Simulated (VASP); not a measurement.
# B2O (P-3m1) in VASP: a series of runs

The runs below take B2O through single point, with PBE.

Program: VASP 6.6.1. These are calculated values, not measurements. Logs are shortened: lines on timing, memory, paths and dates and some standing lists are left out, and cuts for length are marked.

## 1. The cell of the first run

The structure is trigonal, space group P-3m1 (No. 164). Conventional cell: a = 2.820 Å, b = 2.820 Å, c = 6.908 Å, α = 90.00°, β = 90.00°, γ = 120.00°. O (site symmetry 3m) has 4 B at 1.71 to 1.95 Å within 2.3 Å. Within 2.2 Å of B (site symmetry 3m) lie 3 B at 1.66 Å and 1 O at 1.95 Å. Within 2.2 Å of B (site symmetry 3m) lie 1 B at 1.66 Å and 3 O at 1.71 Å.

## 2. Single point, PBE

Input file INCAR:

```
SYSTEM = B2O
PREC = Accurate ; ENCUT = 520
EDIFF = 1E-6 ; ISMEAR = -1
SIGMA = 0.05 ; LREAL = .False.
LASPH = .True. ; NELM = 100
ALGO = Normal ; ISIF = 2
LWAVE = .False. ; LCHARG = .False.
GGA = PE ; NBANDS = 21
```

Input file KPOINTS:

```
Automatic mesh
0
Gamma
  11 11 4
  0 0 0
```

Input file POSCAR:

```
B2O
1.0
    2.8202284070      0.0000000000      0.0000000000
   -1.4101142035      2.4423894449      0.0000000000
    0.0000000000      0.0000000000      6.9080412387
O B
2 4
Direct
    0.3333333333      0.6666666667      0.6940000000
    0.6666666667      0.3333333333      0.3060000000
    0.3333333333      0.6666666667      0.9770000000
    0.6666666667      0.3333333333      0.0230000000
    0.0000000000      0.0000000000      0.6200000000
    0.0000000000      0.0000000000      0.3800000000
```

Potentials or basis: VASP PAW PBE potentials, release 64 (O, B).

Run with:

```sh
> cat potpaw_PBE.64/O/POTCAR potpaw_PBE.64/B/POTCAR > POTCAR
> mpirun -np 1 vasp_std > vasp.out
```

OUTCAR:

```text
SYSTEM = B2O
   PREC = Accurate
   ENCUT = 520
   EDIFF = 1E-6
   ISMEAR = -1
   LREAL = .False.
   LASPH = .True.
   NELM = 100
   ISIF = 2
   GGA = PE

 ion  position               nearest neighbor table
   1  0.333  0.667  0.694-   5 1.71   5 1.71   5 1.71   3 1.95
   2  0.667  0.333  0.306-   6 1.71   6 1.71   6 1.71   4 1.95
   3  0.333  0.667  0.977-   4 1.66   4 1.66   4 1.66   1 1.95
   4  0.667  0.333  0.023-   3 1.66   3 1.66   3 1.66   2 1.95
   5  0.000  0.000  0.620-   6 1.66   1 1.71   1 1.71   1 1.71
   6  0.000  0.000  0.380-   5 1.66   2 1.71   2 1.71   2 1.71

  LATTYP: Found a hexagonal cell.
 ALAT       =     2.8202284070
 C/A-ratio  =     2.4494616186

  Lattice vectors:

 A1 = (   2.8202284070,   0.0000000000,   0.0000000000)
 A2 = (  -1.4101142035,   2.4423894449,   0.0000000000)
 A3 = (   0.0000000000,   0.0000000000,   6.9080412387)

Analysis of symmetry for initial positions (statically):
=====================================================================
 Subroutine PRICEL returns:
 Original cell was already a primitive cell.

 Routine SETGRP: Setting up the symmetry group for a
 hexagonal supercell.

 Subroutine GETGRP returns: Found 12 space group operations
 (whereof 12 operations were pure point group operations)
 out of a pool of 24 trial point group operations.

The static configuration has the point symmetry D_3d.

Analysis of symmetry for dynamics (positions and initial velocities):
=====================================================================
 Subroutine PRICEL returns:
 Original cell was already a primitive cell.

 Routine SETGRP: Setting up the symmetry group for a
 hexagonal supercell.

 Subroutine GETGRP returns: Found 12 space group operations
 (whereof 12 operations were pure point group operations)
 out of a pool of 24 trial point group operations.

The dynamic configuration has the point symmetry D_3d.

 Subroutine INISYM returns: Found 12 space group operations
 (whereof 12 operations are pure point group operations),
 and found     1 'primitive' translations

----------------------------------------------------------------------------------------

                                     Primitive cell

  volume of cell :      47.5833

  direct lattice vectors                    reciprocal lattice vectors
     2.820228407  0.000000000  0.000000000     0.354581210  0.204717557  0.000000000
    -1.410114204  2.442389445  0.000000000     0.000000000  0.409435114  0.000000000
     0.000000000  0.000000000  6.908041239     0.000000000  0.000000000  0.144758835

  length of vectors
     2.820228407  2.820228407  6.908041239     0.409435114  0.409435114  0.144758835

  position of ions in fractional coordinates (direct lattice)
     0.333333333  0.666666667  0.694000000
     0.666666667  0.333333333  0.306000000
     0.333333333  0.666666667  0.977000000
     0.666666667  0.333333333  0.023000000
     0.000000000  0.000000000  0.620000000
     0.000000000  0.000000000  0.380000000

  ion indices of the primitive-cell ions
   primitive index   ion index
                 1           1
                 2           2
                 3           3
                 4           4
                 5           5
                 6           6

----------------------------------------------------------------------------------------

 KPOINTS: Automatic mesh

Automatic generation of k-mesh.
 Grid dimensions read from file:
 generate k-points for:   11   11    4

 Generating k-lattice:

  Cartesian coordinates                     Fractional coordinates (reciprocal lattice)
     0.032234655  0.018610687  0.000000000     0.090909091  0.000000000  0.000000000
     0.000000000  0.037221374  0.000000000     0.000000000  0.090909091  0.000000000
     0.000000000  0.000000000  0.036189709     0.000000000  0.000000000  0.250000000

  Length of vectors
     0.037221374  0.037221374  0.036189709

  Shift w.r.t. Gamma in fractional coordinates (k-lattice)
     0.000000000  0.000000000  0.000000000

 Subroutine IBZKPT returns following result:
 ===========================================

 Found     58 irreducible k-points:

 Following reciprocal coordinates:
            Coordinates               Weight
  0.000000  0.000000  0.000000      1.000000
  0.090909 -0.000000  0.000000      6.000000
  0.181818 -0.000000  0.000000      6.000000
  0.272727 -0.000000  0.000000      6.000000
  0.363636  0.000000  0.000000      6.000000
  0.454545  0.000000  0.000000      6.000000
[... 16 lines left out ...]
  0.000000  0.272727  0.250000      6.000000
  0.363636  0.000000  0.250000      6.000000
 [... further k-points ...]
   k-points           NKPTS =     58   k-points in BZ     NKDIM =     58   number of bands    NBANDS=     21
   number of dos      NEDOS =    301   number of ions     NIONS =      6
   total plane-waves  NPLWV =  31104
   dimension x,y,z NGX =    24 NGY =   24 NGZ =   54
   dimension x,y,z NGXF=    48 NGYF=   48 NGZF=  108
[... 95 lines left out ...]
      2     -16.5074      2.00000
      3      -5.6467      2.00000
      4      -3.4551      2.00000
      5      -2.3056      2.00000
      6      -1.4099      2.00000
[... 13 lines left out ...]
     20      16.2394      0.00000
     21      16.6225      0.00000

 k-point     4 :       0.2727   -0.0000    0.0000
  band No.  band energies     occupation
      1     -16.6583      2.00000
      2     -16.2141      2.00000
      3      -5.0551      2.00000
      4      -4.2434      2.00000
      5      -3.5229      2.00000
      6      -1.6014      2.00000
[... 13 lines left out ...]
     20      14.7574      0.00000
     21      16.2708      0.00000

 k-point     5 :       0.3636    0.0000    0.0000
  band No.  band energies     occupation
      1     -16.2583      2.00000
      2     -15.9305      2.00000
      3      -5.4713      2.00000
      4      -4.6034      2.00000
      5      -3.7690      2.00000
      6      -1.9647      2.00000
[... 13 lines left out ...]
     20      15.3678      0.00000
     21      16.2036      0.00000

 k-point     6 :       0.4545    0.0000    0.0000
  band No.  band energies     occupation
      1     -15.9723      2.00000
      2     -15.7691      2.00000
      3      -6.0262      2.00000
      4      -5.1694      2.00000
      5      -2.7202      2.00000
      6      -2.1638      2.00000
[... 13 lines left out ...]
     20      15.8812      0.00000
     21      16.1706      0.00000

 k-point     7 :       0.0909    0.0909    0.0000
  band No.  band energies     occupation
      1     -17.1137      2.00000
      2     -16.5746      2.00000
      3      -5.7878      2.00000
      4      -3.2951      2.00000
      5      -1.9772      2.00000
      6      -1.4059      2.00000
[... 13 lines left out ...]
     20      16.5573      0.00000
     21      17.1815      0.00000
[... 291 lines left out ...]
      1     -17.0241      2.00000
      2     -16.5166      2.00000
      3      -5.4131      2.00000
      4      -3.9455      2.00000
      5      -2.1248      2.00000
      6      -2.0804      2.00000
[... 13 lines left out ...]
     20      16.2440      0.00000
     21      16.9691      0.00000

 k-point    21 :       0.0000    0.1818    0.2500
  band No.  band energies     occupation
      1     -17.0239      2.00000
      2     -16.5168      2.00000
      3      -5.4193      2.00000
      4      -3.8880      2.00000
      5      -2.4632      2.00000
      6      -1.7788      2.00000
[... 13 lines left out ...]
     20      15.8680      0.00000
     21      16.7028      0.00000

 k-point    22 :       0.2727   -0.0000    0.2500
  band No.  band energies     occupation
      1     -16.6526      2.00000
      2     -16.2211      2.00000
      3      -4.9167      2.00000
      4      -4.3901      2.00000
      5      -3.2903      2.00000
      6      -2.2565      2.00000
[... 13 lines left out ...]
     20      15.2064      0.00000
     21      16.3152      0.00000

 k-point    23 :       0.0000    0.2727    0.2500
  band No.  band energies     occupation
      1     -16.6521      2.00000
      2     -16.2217      2.00000
      3      -4.9832      2.00000
      4      -4.1176      2.00000
      5      -3.6184      2.00000
      6      -2.1020      2.00000
[... 13 lines left out ...]
     20      14.5952      0.00000
     21      16.0374      0.00000

 k-point    24 :       0.3636    0.0000    0.2500
  band No.  band energies     occupation
      1     -16.2546      2.00000
      2     -15.9347      2.00000
      3      -5.4730      2.00000
      4      -4.7267      2.00000
      5      -3.3875      2.00000
      6      -1.9560      2.00000
[... 13 lines left out ...]
     20      15.3652      0.00000
     21      16.1567      0.00000

 [... further k-points ...]

------------------------ aborting loop because EDIFF is reached ----------------------------------------

  FORCE on cell =-STRESS in cart. coord.  units (eV):
  Direction    XX          YY          ZZ          XY          YZ          ZX
  --------------------------------------------------------------------------------------
  -------------------------------------------------------------------------------------
  Total       -6.1091099     -6.1091099      2.7752472     -0.0000000      0.0000000      0.0000000
  in kB     -205.7000513   -205.7000513     93.4454435     -0.0000000      0.0000000      0.0000000
  external PRESSURE =    -105.9848864 kB  Pullay stress =       0.0000000 kB

 VOLUME and BASIS-vectors are now :
 -----------------------------------------------------------------------------
  energy-cutoff  :      520.00
  volume of cell :       47.58
      direct lattice vectors                 reciprocal lattice vectors
     2.820228407  0.000000000  0.000000000     0.354581210  0.204717557  0.000000000
    -1.410114204  2.442389445  0.000000000     0.000000000  0.409435114  0.000000000
     0.000000000  0.000000000  6.908041239     0.000000000  0.000000000  0.144758835

 POSITION                                       TOTAL-FORCE (eV/Angst)
 -----------------------------------------------------------------------------------
     -0.00000      1.62826      4.79418         0.000000      0.000000      0.304171
      1.41011      0.81413      2.11386        -0.000000     -0.000000     -0.304171
     -0.00000      1.62826      6.74916        -0.000000      0.000000     -0.199604
      1.41011      0.81413      0.15888        -0.000000     -0.000000      0.199604
      0.00000      0.00000      4.28299         0.000000      0.000000      0.316520
      0.00000      0.00000      2.62506        -0.000000      0.000000     -0.316520
 -----------------------------------------------------------------------------------
    total drift:                                0.000000     -0.000000      0.000000

  FREE ENERGIE OF THE ION-ELECTRON SYSTEM (eV)
  ---------------------------------------------------
  free  energy   TOTEN  =       -37.9257798868 eV

  energy  without entropy=      -37.9127534646  energy(sigma->0) =      -37.91926668
```

Wall time 26 s (1 thread of Intel Xeon 6975P-C (Granite Rapids), shared host); peak memory 0.19 GiB.

Results:

| Property | Result |
| --- | --- |
| Free energy | -37.9258 eV |
| Pressure | -10.6 GPa |
| Largest force | 0.317 eV/Å |
| Band gap on the k mesh | zero (band 12 reaches 7.66 eV, above the bottom of band 13 at 6.28 eV) |

Forces in eV/Å, atoms in the order of the input:
```
O    0.000  0.000  0.304
O    0.000  0.000 -0.304
B    0.000  0.000 -0.200
B    0.000  0.000  0.200
B    0.000  0.000  0.317
B    0.000  0.000 -0.317
```

Levels at points of the mesh, in eV from the Fermi level:
```tsv
k point	band 8	band 9	band 10	band 11	band 12	band 13	band 14	band 15	band 16	band 17
(0.00, 0.00, 0.00)	-7.24	-7.24	-3.17	-1.24	0.67	1.21	1.84	1.84	2.55	2.55
(0.00, 0.00, 0.50)	-7.23	-6.10	-5.23	-0.17	0.03	1.46	1.68	1.68	2.76	2.76
```

## 3. Single point, PBE

This run uses another cell than the first one, of 8.10 Å³/atom, 1.021 times its volume.

Input file INCAR:

```
PREC = Accurate
ENCUT = 520
EDIFF = 1E-7
ISMEAR = -1
SIGMA = 0.05
LREAL = False
LASPH = True
NELM = 80
ALGO = Normal
ISIF = 2
LWAVE = False
LCHARG = True
GGA = PE
LELF = True
LVHAR = True
NBANDS = 21
```

Input file KPOINTS:

```
regular mesh
0
Gamma
  11 11 4
```

POSCAR: that of step 2 with these lines changed.

```diff
@@ -2,5 +2,5 @@
 1.0
-    2.8202284070      0.0000000000      0.0000000000
-   -1.4101142035      2.4423894449      0.0000000000
-    0.0000000000      0.0000000000      6.9080412387
+    2.8400898248      0.0000000000      0.0000000000
+   -1.4200449124      2.4595899373      0.0000000000
+    0.0000000000      0.0000000000      6.9566910193
 O B
```

Potentials or basis: VASP PAW PBE potentials, release 64 (O, B).

Run with:

```sh
> cat potpaw_PBE.64/O/POTCAR potpaw_PBE.64/B/POTCAR > POTCAR
> mpirun -np 1 vasp_std > vasp.out
```

Run time: 30 s. Hardware: 1 thread of Intel Xeon 6975P-C (Granite Rapids), shared host; peak memory 0.19 GiB.

It converged, with:

| Item | Value |
| --- | --- |
| Free energy | -37.8499 eV |
| Pressure | -13.8 GPa |
| Largest force | 0.238 eV/Å |
| Band gap on the k mesh | zero (band 12 reaches 7.35 eV, above the bottom of band 13 at 6.04 eV) |

Forces on the atoms (eV/Å):
```
O    0.000  0.000  0.238
O    0.000  0.000 -0.238
B    0.000  0.000 -0.071
B    0.000  0.000  0.071
B    0.000  0.000  0.186
B    0.000  0.000 -0.186
```

Stress tensor (GPa, compression positive):
```
-23.60   0.00   0.00
  0.00 -23.60   0.00
  0.00   0.00   5.73
```

Levels at points of the mesh, in eV from the Fermi level:
```tsv
k point	band 9	band 10	band 11	band 12	band 13	band 14	band 15	band 16
(0.00, 0.00, 0.00)	-7.09	-3.15	-1.30	0.62	1.18	1.81	1.81	2.55
(0.00, 0.00, 0.50)	-6.00	-5.18	-0.27	0.02	1.41	1.67	1.67	2.75
```

## 4. Single point, PBE

This run uses another cell than the first one, of 8.27 Å³/atom, 1.043 times its volume.

Input file INCAR:

```
SYSTEM = B2O
  PREC = Accurate
  ENCUT = 520
  EDIFF = 1E-6
  ISMEAR = -1
  SIGMA = 0.05
  LREAL = .FALSE.
  LASPH = .TRUE.
  NELM = 100
  ALGO = Normal
  ISIF = 2
  LWAVE = .FALSE.
  LCHARG = .FALSE.
  GGA = PE
  NBANDS = 21
```

Input file KPOINTS:

```
regular mesh
0
G
  11 11 4
  0 0 0
```

POSCAR: that of step 3 with these lines changed.

```diff
@@ -2,5 +2,5 @@
 1.0
-    2.8400898248      0.0000000000      0.0000000000
-   -1.4200449124      2.4595899373      0.0000000000
-    0.0000000000      0.0000000000      6.9566910193
+    2.8596772701      0.0000000000      0.0000000000
+   -1.4298386351      2.4765531626      0.0000000000
+    0.0000000000      0.0000000000      7.0046697149
 O B
```

Run with:

```sh
> cat potpaw_PBE.64/O/POTCAR potpaw_PBE.64/B/POTCAR > POTCAR
> mpirun -np 1 vasp_std > vasp.out
```

Run time: 29 s. Hardware: 1 thread of Intel Xeon 6975P-C (Granite Rapids), shared host; peak memory 0.19 GiB.

Results (log left out):

| Item | Value |
| --- | --- |
| Free energy | -37.7547 eV |
| Pressure | -16.7 GPa |
| Largest force | 0.177 eV/Å |
| Band gap on the k mesh | zero (band 12 reaches 7.05 eV, above the bottom of band 13 at 5.80 eV) |

Forces in eV/Å, atoms in the order of the input:
```
O    0.000  0.000  0.177
O    0.000  0.000 -0.177
B    0.000  0.000  0.047
B    0.000  0.000 -0.047
B    0.000  0.000  0.069
B    0.000  0.000 -0.069
```

Stress tensor (GPa, compression positive):
```
-26.25   0.00   0.00
  0.00 -26.25   0.00
  0.00   0.00   2.46
```

Levels at points of the mesh, in eV from the Fermi level:
| k point | band 10 | band 11 | band 12 | band 13 | band 14 | band 15 |
| --- | --- | --- | --- | --- | --- | --- |
| (0.00, 0.00, 0.00) | -3.12 | -1.34 | 0.57 | 1.15 | 1.79 | 1.79 |
| (0.00, 0.00, 0.50) | -5.13 | -0.36 | 0.01 | 1.37 | 1.65 | 1.65 |

## 5. Single point, PBE

This run uses another cell than the first one, of 8.44 Å³/atom, 1.064 times its volume.

Input file INCAR:

```
ALGO = Normal
EDIFF = 1E-6
ENCUT = 520
GGA = PE
ISIF = 2
ISMEAR = -1
LASPH = T
LCHARG = F
LREAL = F
LWAVE = F
NBANDS = 21
NELM = 100
PREC = Accurate
SIGMA = 0.05
```

Input file KPOINTS:

```
k-points
0
Gamma
  11 11 4
```

POSCAR: that of step 4 with these lines changed.

```diff
@@ -2,5 +2,5 @@
 1.0
-    2.8596772701      0.0000000000      0.0000000000
-   -1.4298386351      2.4765531626      0.0000000000
-    0.0000000000      0.0000000000      7.0046697149
+    2.8790000000      0.0000000000      0.0000000000
+   -1.4395000000      2.4932871375      0.0000000000
+    0.0000000000      0.0000000000      7.0520000000
 O B
```

Run with:

```sh
> cat potpaw_PBE.64/O/POTCAR potpaw_PBE.64/B/POTCAR > POTCAR
> mpirun -np 1 vasp_std > vasp.out
```

It took 28 s on 1 thread of Intel Xeon 6975P-C (Granite Rapids), shared host; peak memory 0.19 GiB.

It converged, with:

```
Free energy            : -37.6425 eV
Pressure               : -19.2 GPa
Largest force          : 0.153 eV/Å
Band gap on the k mesh : zero (band 12 reaches 6.77 eV, above the bottom of band 13 at 5.58 eV)
```

Forces in eV/Å, atoms in the order of the input:
```
O    0.000  0.000  0.118
O    0.000  0.000 -0.118
B    0.000  0.000  0.153
B    0.000  0.000 -0.153
B    0.000  0.000 -0.031
B    0.000  0.000  0.031
```

Stress tensor (GPa, compression positive):
```
-28.53   0.00   0.00
  0.00 -28.53   0.00
  0.00   0.00  -0.52
```

Levels at points of the mesh, in eV from the Fermi level:
```csv
k point,band 10,band 11,band 12,band 13,band 14,band 15
"(0.00, 0.00, 0.00)",-3.10,-1.39,0.53,1.13,1.76,1.76
"(0.00, 0.00, 0.50)",-5.07,-0.44,0.01,1.34,1.64,1.64
```

## 6. Single point, PBE

This run uses another cell than the first one, of 8.44 Å³/atom, 1.064 times its volume.

Input file INCAR:

```
SYSTEM = B2O
ALGO = Normal ; EDIFF = 1E-7
ENCUT = 520 ; GGA = PE
ISIF = 2 ; ISMEAR = -1
LASPH = .True. ; LCHARG = .False.
LREAL = .False. ; LWAVE = .False.
NBANDS = 21 ; NELM = 100
PREC = Accurate ; SIGMA = 0.05
```

Input file KPOINTS:

```
k-points
0
Gamma
  11 11 4
  0 0 0
```

POSCAR is that of step 5.

Potentials or basis: VASP PAW PBE potentials, release 64 (O, B).

Run with:

```sh
> cat potpaw_PBE.64/O/POTCAR potpaw_PBE.64/B/POTCAR > POTCAR
> mpirun -np 1 vasp_std > vasp.out
```

It took 32 s on 1 thread of Intel Xeon 6975P-C (Granite Rapids), shared host; peak memory 0.19 GiB.

The run converged. Its results:

```
Free energy            : -37.6425 eV
Pressure               : -19.2 GPa
Largest force          : 0.153 eV/Å
Band gap on the k mesh : zero (band 12 reaches 6.77 eV, above the bottom of band 13 at 5.58 eV)
```

Forces on the atoms (eV/Å):
```
O    0.000  0.000  0.118
O    0.000  0.000 -0.118
B    0.000  0.000  0.153
B    0.000  0.000 -0.153
B    0.000  0.000 -0.031
B    0.000  0.000  0.031
```

Stress tensor (GPa, compression positive):
```
-28.51   0.00   0.00
  0.00 -28.51   0.00
  0.00   0.00  -0.49
```

Levels at points of the mesh, in eV from the Fermi level:
| k point | band 8 | band 9 | band 10 | band 11 | band 12 | band 13 | band 14 | band 15 | band 16 | band 17 |
| --- | --- | --- | --- | --- | --- | --- | --- | --- | --- | --- |
| (0.00, 0.00, 0.00) | -6.80 | -6.80 | -3.10 | -1.39 | 0.53 | 1.13 | 1.76 | 1.76 | 2.56 | 2.56 |
| (0.00, 0.00, 0.50) | -6.79 | -5.79 | -5.07 | -0.44 | 0.01 | 1.34 | 1.64 | 1.64 | 2.74 | 2.74 |

## 7. Summary

```csv
cell,gap on the mesh (eV),pressure (GPa),largest force (eV/Å)
"a = 2.820, b = 2.820, c = 6.908 Å, angles 90.0, 90.0, 120.0°, 6 atoms",none,-10.6,0.32
"a = 2.840, b = 2.840, c = 6.957 Å, angles 90.0, 90.0, 120.0°, 6 atoms",none,-13.8,0.24
"a = 2.860, b = 2.860, c = 7.005 Å, angles 90.0, 90.0, 120.0°, 6 atoms",none,-16.7,0.18
"a = 2.879, b = 2.879, c = 7.052 Å, angles 90.0, 90.0, 120.0°, 6 atoms",none,-19.2,0.15
```

Alike in all rows: task single point; level PBE; potentials or basis VASP PAW PBE potentials, release 64 (O, B); no spin polarisation; k mesh 11 × 11 × 4; cutoff (eV) 520; smearing fermi-dirac 0.05 eV.

Total energies depend on the potentials used, so only differences within one code and one set of settings carry meaning.
